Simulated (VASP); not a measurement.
# Pd in VASP: relaxation of the atoms with PBE

Aim: the relaxation of the atoms of Pd with PBE.

Program: VASP 6.6.1. These are calculated values, not measurements. Logs are shortened: lines on timing, memory, paths and dates and some standing lists are left out, and cuts for length are marked.

### 1 The cell of the first run

The cell holds a slab with vacuum, 3 atoms: a = 2.788 Å, b = 2.788 Å, c = 18.942 Å, α = 90.00°, β = 90.00°, γ = 90.00°.

### 2 Relaxation of the atoms, PBE

The input, INCAR:

```
PREC = Accurate ; ENCUT = 520
EDIFF = 1E-6 ; ISMEAR = 0
SIGMA = 0.1 ; LREAL = F
LASPH = T ; NELM = 100
ALGO = Normal ; ISIF = 2
LWAVE = F ; LCHARG = F
LDIPOL = T ; IDIPOL = 3
DIPOL = 0.5 0.5 0.500 ; GGA = PE
IBRION = 2 ; NSW = 80
EDIFFG = -0.02
```

The input, KPOINTS:

```
Automatic mesh
0
Gamma
  12 12 1
```

The input, POSCAR:

```
Pd
1.0
    2.7876806225      0.0000000000      0.0000000000
    0.0000000000      2.7876806225      0.0000000000
    0.0000000000      0.0000000000     18.9423757439
Pd
3
Direct
    0.5000000000      0.5000000000      0.3959376639
    0.0000000000      0.0000000000      0.5000000000
    0.5000000000      0.5000000000      0.6040623361
```

Potentials or basis: VASP PAW PBE potentials, release 64 (Pd).

On the command line:

```
$ cat potpaw_PBE.64/Pd/POTCAR > POTCAR
$ mpirun -np 1 vasp_std > vasp.out
```

OUTCAR:

```text
PREC = Accurate
   ENCUT = 520
   EDIFF = 1E-6
   ISMEAR = 0
   LREAL = F
   LASPH = T
   NELM = 100
   ISIF = 2
   GGA = PE
   IBRION = 2
   NSW = 80
   EDIFFG = -0.02

 ion  position               nearest neighbor table
   1  0.500  0.500  0.396-   2 2.79   2 2.79   2 2.79   2 2.79
   2  0.000  0.000  0.500-   1 2.79   3 2.79   1 2.79   3 2.79   1 2.79   3 2.79   1 2.79   3 2.79

   3  0.500  0.500  0.604-   2 2.79   2 2.79   2 2.79   2 2.79

  LATTYP: Found a simple tetragonal cell.
 ALAT       =     2.7876806225
 C/A-ratio  =     6.7950308192

  Lattice vectors:

 A1 = (   2.7876806225,   0.0000000000,   0.0000000000)
 A2 = (   0.0000000000,   2.7876806225,   0.0000000000)
 A3 = (   0.0000000000,   0.0000000000,  18.9423757439)

Analysis of symmetry for initial positions (statically):
=====================================================================
 Subroutine PRICEL returns:
 Original cell was already a primitive cell.

 Routine SETGRP: Setting up the symmetry group for a
 simple tetragonal supercell.

 Subroutine GETGRP returns: Found 16 space group operations
 (whereof 16 operations were pure point group operations)
 out of a pool of 16 trial point group operations.

The static configuration has the point symmetry D_4h.

Analysis of symmetry for dynamics (positions and initial velocities):
=====================================================================
 Subroutine PRICEL returns:
 Original cell was already a primitive cell.

 Routine SETGRP: Setting up the symmetry group for a
 simple tetragonal supercell.

 Subroutine GETGRP returns: Found 16 space group operations
 (whereof 16 operations were pure point group operations)
 out of a pool of 16 trial point group operations.

The dynamic configuration has the point symmetry D_4h.

 Subroutine INISYM returns: Found 16 space group operations
 (whereof 16 operations are pure point group operations),
 and found     1 'primitive' translations

----------------------------------------------------------------------------------------

                                     Primitive cell

  volume of cell :     147.2043

  direct lattice vectors                    reciprocal lattice vectors
     2.787680622  0.000000000  0.000000000     0.358721150  0.000000000  0.000000000
     0.000000000  2.787680622  0.000000000     0.000000000  0.358721150  0.000000000
     0.000000000  0.000000000 18.942375744     0.000000000  0.000000000  0.052791689

  length of vectors
     2.787680622  2.787680622 18.942375744     0.358721150  0.358721150  0.052791689

  position of ions in fractional coordinates (direct lattice)
     0.500000000  0.500000000  0.395937664
     0.000000000  0.000000000  0.500000000
     0.500000000  0.500000000  0.604062336

  ion indices of the primitive-cell ions
   primitive index   ion index
                 1           1
                 2           2
                 3           3

----------------------------------------------------------------------------------------

 KPOINTS: Automatic mesh

Automatic generation of k-mesh.
 Grid dimensions read from file:
 generate k-points for:   12   12    1

 Generating k-lattice:

  Cartesian coordinates                     Fractional coordinates (reciprocal lattice)
     0.029893429  0.000000000  0.000000000     0.083333333  0.000000000  0.000000000
     0.000000000  0.029893429  0.000000000     0.000000000  0.083333333  0.000000000
     0.000000000  0.000000000  0.052791689     0.000000000  0.000000000  1.000000000

  Length of vectors
     0.029893429  0.029893429  0.052791689

  Shift w.r.t. Gamma in fractional coordinates (k-lattice)
     0.000000000  0.000000000  0.000000000

 Subroutine IBZKPT returns following result:
 ===========================================

 Found     28 irreducible k-points:

 Following reciprocal coordinates:
            Coordinates               Weight
  0.000000  0.000000  0.000000      1.000000
  0.083333  0.000000  0.000000      4.000000
  0.166667  0.000000  0.000000      4.000000
  0.250000  0.000000  0.000000      4.000000
  0.333333  0.000000  0.000000      4.000000
  0.416667  0.000000  0.000000      4.000000
[... 16 lines left out ...]
  0.333333  0.333333  0.000000      4.000000
  0.416667  0.333333  0.000000      8.000000
 [... further k-points ...]
   k-points           NKPTS =     28   k-points in BZ     NKDIM =     28   number of bands    NBANDS=     19
   number of dos      NEDOS =    301   number of ions     NIONS =      3
   total plane-waves  NPLWV =  82944
   dimension x,y,z NGX =    24 NGY =   24 NGZ =  144
   dimension x,y,z NGXF=    48 NGYF=   48 NGZF=  288
   ions per type =               3
   NGX,Y,Z   is equivalent  to a cutoff of  14.31, 14.31, 12.64 a.u.
   NGXF,Y,Z  is equivalent  to a cutoff of  28.63, 28.63, 25.28 a.u.
 SYSTEM =  unknown system
   PREC   = accura    normal or accurate (medium, high low for compatibility)
   ISTART =      0    job   : 0-new  1-cont  2-samecut
   ICHARG =      2    charge: 1-file 2-atom 10-const
   ISPIN  =      1    spin polarized calculation?
   LNONCOLLINEAR =      F non collinear calculations
   LSORBIT =      F    spin-orbit coupling
   LASPH  =      T    aspherical Exc in radial PAW
   ENCUT  =  520.0 eV  38.22 Ry    6.18 a.u.   5.18  5.18 35.22*2*pi/ulx,y,z
   NELM   =    100;   NELMIN=  2; NELMDL= -5     # of ELM steps
   EDIFF  = 0.1E-05   stopping-criterion for ELM
   LREAL  =      F    real-space projection
   EDIFFG = -.2E-01   stopping-criterion for IOM
   NSW    =     80    number of steps for IOM
   IBRION =      2    ionic relax: 0-MD 1-quasi-New 2-CG
   NFREE  =      1    steps in history (QN), initial steepest desc. (CG)
   ISIF   =      2    stress and relaxation
   ISYM   =      2    0-nonsym 1-usesym 2-fastsym
   POTIM  = 0.5000    time-step for ionic-motion
   TEBEG  =    0.0;   TEEND  =   0.0 temperature during run
   PSTRESS=    0.0 pullay stress
   NELECT =      30.0000    total number of electrons
   NUPDOWN=      -1.0000    fix difference up-down
   EMIN   =  10.00;   EMAX   =-10.00  energy-range for DOS
   EFERMI =   0.00;   METHOD = LEGACY
   ISMEAR =     0;   SIGMA  =   0.10  broadening in eV -4-tet -1-fermi 0-gaus
   EFERMI_NEDOS =   21; number of points for ismear=-14 and -15
   IALGO  =     38    algorithm
   IMIX   =      4    mixing-type and parameters
     AMIX     =   0.40;   BMIX     =  1.00
     AMIX_MAG =   1.60;   BMIX_MAG =  1.00
  volume/ion in A,a.u.               =      49.07       331.13
  Fermi-wavevector in a.u.,A,eV,Ry     =   0.963404  1.820569 12.628209  0.928147
  Thomas-Fermi vector in A             =   2.092946
   LORBIT       =      0    0 simple, 1 ext, 2 COOP (PROOUT), +10 PAW based schemes
   GGA     = PE    functional components
   LHFCALC =     F    Hartree Fock is set to
   AEXX    =    0.0000 exact exchange contribution
   IVDW    =     0    specifies the selected vdW correction
   LEPSILON=     F    determine dielectric tensor
   LRPA    =     F    only Hartree local field effects (RPA)
 conjugate gradient relaxation of ions
 non-spin polarized calculation
 Gauss-broadening in eV      SIGMA  =   0.10
  energy-cutoff  :      520.00
  volume of cell :      147.20
 maximum number of plane-waves:      4000
 NGX is ok and might be reduce to    24
   NGX = 11   NGY = 11   NGZ = 71

--------------------------------------- Ionic step        1  -------------------------------------------

 number of electron      30.0000009 magnetization

 Free energy of the ion-electron system (eV)
  ---------------------------------------------------
  ext. energy  EPLUGINS =         0.00000000
  ---------------------------------------------------
  free energy    TOTEN  =       -14.17712818 eV

  energy without entropy =      -14.13673014  energy(sigma->0) =      -14.15692916

------------------------ aborting loop because EDIFF is reached ----------------------------------------

  FORCE on cell =-STRESS in cart. coord.  units (eV):
  Direction    XX          YY          ZZ          XY          YZ          ZX
  --------------------------------------------------------------------------------------
  -------------------------------------------------------------------------------------
  Total       -2.4760982     -2.4760982     -0.6974244      0.0000000      0.0000000     -0.0000000
  in kB      -26.9499499    -26.9499499     -7.5907943      0.0000000      0.0000000     -0.0000000
  external PRESSURE =     -20.4968980 kB  Pullay stress =       0.0000000 kB
[... 98 lines left out ...]
--------------------------------------- Ionic step        4  -------------------------------------------

 number of electron      30.0000009 magnetization

 dipolmoment           0.000000      0.000000     -0.000000 electrons x Angstroem

------------------------ aborting loop because EDIFF is reached ----------------------------------------

  FORCE on cell =-STRESS in cart. coord.  units (eV):
  Direction    XX          YY          ZZ          XY          YZ          ZX
  --------------------------------------------------------------------------------------
  -------------------------------------------------------------------------------------
  Total       -1.5876618     -1.5876618      0.4920669      0.0000000      0.0000000      0.0000000
  in kB      -17.2801740    -17.2801740      5.3556756      0.0000000      0.0000000      0.0000000
  external PRESSURE =      -9.7348908 kB  Pullay stress =       0.0000000 kB
[... 24 lines left out ...]
--------------------------------------- Ionic step        5  -------------------------------------------

 number of electron      30.0000010 magnetization

 dipolmoment           0.000000      0.000000      0.000000 electrons x Angstroem

 Free energy of the ion-electron system (eV)
  ---------------------------------------------------
  ext. energy  EPLUGINS =         0.00000000
  ---------------------------------------------------
  free energy    TOTEN  =       -14.18324556 eV

  energy without entropy =      -14.14330242  energy(sigma->0) =      -14.16327399

 E-fermi :  -0.6427     XC(G=0):  -5.0027

 val. band max:       -0.6486830485   @ k =   0.3333   0.3333   0.0000
 cond. band min:      -0.6385494755   @ k =   0.1667   0.1667   0.0000
 fundamental gap:      0.0101335730
 Fermi energy:        -0.6427113564

 k-point     1 :       0.0000    0.0000    0.0000
  band No.  band energies     occupation
      1      -6.5481      2.00000
      2      -5.1967      2.00000
      3      -5.0757      2.00000
      4      -4.8055      2.00000
      5      -4.1665      2.00000
      6      -3.4226      2.00000
[... 505 lines left out ...]
      6      -3.4128      2.00000
[... 11 lines left out ...]
     18       5.3238      0.00000
     19       6.4866      0.00000

 [... further k-points ...]

------------------------ aborting loop because EDIFF is reached ----------------------------------------

 vacuum level on the upper side and lower side of the slab       (xc-potential included)        -0.143        -0.143

  FORCE on cell =-STRESS in cart. coord.  units (eV):
  Direction    XX          YY          ZZ          XY          YZ          ZX
  --------------------------------------------------------------------------------------
  -------------------------------------------------------------------------------------
  Total       -1.9933090     -1.9933090     -0.0321168      0.0000000      0.0000000     -0.0000000
  in kB      -21.6952534    -21.6952534     -0.3495610      0.0000000      0.0000000     -0.0000000
  external PRESSURE =     -14.5800226 kB  Pullay stress =       0.0000000 kB
[... 18 lines left out ...]
  FREE ENERGIE OF THE ION-ELECTRON SYSTEM (eV)
  ---------------------------------------------------
  free  energy   TOTEN  =       -14.1832455604 eV

  energy  without entropy=      -14.1433024249  energy(sigma->0) =      -14.16327399

 reached required accuracy - stopping structural energy minimisation

 vacuum level on the upper side and lower side of the slab         4.286         4.286
```

It took 9.9 min on 1 thread of Intel Xeon 8259CL, shared host; peak memory 0.31 GiB.

Results:

| Quantity | Value |
| --- | --- |
| Free energy | -14.1832 eV |
| Energy gained by relaxing | 2.0 meV/atom |
| Ionic steps | 5 |
| Largest force after relaxing | 0.004 eV/Å |
| Band gap on the k mesh | zero (bands 15 and 16 overlap by 0.71 eV) |

Forces in eV/Å, atoms in the order of the input:
```
Pd   0.000  0.000  0.004
Pd   0.000  0.000  0.000
Pd   0.000  0.000 -0.004
```

The path:
| step | energy change (eV) | largest force (eV/Å) | pressure (GPa) |
| --- | --- | --- | --- |
| 1 | 0.0000 | 0.1707 | -2.05 |
| 2 | -0.0025 | 0.1309 | -1.91 |
| 3 | -0.0057 | 0.0449 | -1.62 |
| 4 | -0.0027 | 0.1362 | -0.97 |
| 5 | -0.0061 | 0.0043 | -1.46 |

Final structure:
```xyz
3
Lattice="2.7877 0.0000 0.0000 0.0000 2.7877 0.0000 0.0000 0.0000 18.9424" Properties=species:S:1:pos:R:3 pbc="T T T"
Pd    1.3938    1.3938    7.5344
Pd    0.0000    0.0000    9.4712
Pd    1.3938    1.3938   11.4080
```

Levels at points of the mesh, in eV from the Fermi level:
```tsv
k point	band 11	band 12	band 13	band 14	band 15	band 16	band 17	band 18	band 19
(0.00, 0.00, 0.00)	-0.92	-0.92	-0.89	-0.31	0.02	0.07	0.07	0.69	2.67
(0.50, 0.00, 0.00)	-1.07	-0.70	-0.27	-0.25	-0.03	1.81	2.21	2.34	5.06
(0.50, 0.50, 0.00)	-0.42	-0.15	0.30	0.54	0.55	4.78	4.78	7.87	7.87
```
